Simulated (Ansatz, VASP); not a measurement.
Two plane-wave programs on K

INCAR

```
SYSTEM = K
ALGO = Normal
EDIFF = 1E-6
ENCUT = 520
GGA = PE
ISIF = 2
ISMEAR = -1
LASPH = .TRUE.
LCHARG = .FALSE.
LREAL = .FALSE.
LWAVE = .FALSE.
NBANDS = 10
NELM = 60
PREC = Accurate
SIGMA = 0.1
```

KPOINTS

```
k-points
0
G
  12 12 12
  0 0 0
```

The input POSCAR:

```
K
1.0
    4.4612876142      0.0000000000      0.0000000000
    0.0000000000      4.4612876142      0.0000000000
    0.0000000000      0.0000000000      4.4612876142
K
1
Direct
    0.0000000000      0.0000000000      0.0000000000
```

Input for Ansatz:

```yaml
crystal:
  lattice:
    - [4.4612876142, 0.0, 0.0]
    - [0.0, 4.4612876142, 0.0]
    - [0.0, 0.0, 4.4612876142]
  atoms:
    - { symbol: K, position: [0.0, 0.0, 0.0] }
hamiltonian:
  xc: pbe
  pseudopotentials:
    kind: paw
    azcp:
      K: "pseudopotentials/K.paw.azcp"
basis:
  ecutwfc: 420
  fft_grid_basis: typed
kpoints:
  mp_grid: { grid: [12, 12, 12], shift: [0, 0, 0] }
magnetization:
  spin_polarized: false
scf:
  occupations: { method: fermi_dirac, width: 0.1 }
output:
  stress: true
```

Alike in both runs: task single point; functional PBE; k mesh 12 × 12 × 12; occupations fermi-dirac, width 0.1 eV; no spin polarisation.

|  | VASP | Ansatz |
| --- | --- | --- |
| version | VASP 6.6.1 | Ansatz 0.2.0 |
| potentials or method | VASP PAW PBE potentials, release 64 (K_sv), cutoff 520 eV | plane waves (420 eV) with PAW, scalar-relativistic |
| valence electrons in the cell | 9 | 9 |

|  | VASP | Ansatz | Ansatz less VASP |
| --- | --- | --- | --- |
| pressure (GPa) | -0.3 | -0.2 | +0.01 |

The functional is the same, so the differences come from potentials, cutoffs and numerics.
